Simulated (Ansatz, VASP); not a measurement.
# SrCl2: VASP beside Ansatz

```
Sr Cl
1.0
     0.00000    3.48550    3.48550
     3.48550    0.00000    3.48550
     3.48550    3.48550    0.00000
Sr Cl
1 2
Direct
  0.00000 0.00000 0.00000
  0.27869 0.22131 0.22131
  0.77869 0.72131 0.72131
```

Change from the starting cell: all Cl atoms moved -0.200 Å, as atom 2 along Cartesian [1 0 0].

Alike in both runs: task single point; functional r2SCAN; k mesh 6 × 6 × 6; occupations gaussian, width 0.05 eV; no spin polarisation.

|  | VASP | Ansatz |
| --- | --- | --- |
| version | VASP 6.6.1 | Ansatz 0.2.0 |
| potentials or method | VASP PAW PBE potentials, release 64 (Sr_sv, Cl), cutoff 520 eV | scalar-relativistic, plane waves, PAW |
| valence electrons in the cell | 24 | 24 |

```tsv
	VASP	Ansatz	Ansatz less VASP
gap on the k mesh at the Fermi level (eV)	5.93	5.93	-0.002
least direct gap on the mesh (eV)	5.97	5.97	-0.003
pressure (GPa)	0.9	0.9	-0.05
traceless stress, the component that is largest in VASP (GPa)	-0.21	-0.20	+0.006
rms of the force components (eV/Å)	0.249	0.244	-0.0052
```

VASP's potentials were made for PBE, not for r2SCAN. Atom by atom the forces differ by 0.005 eV/Å (rms over components).
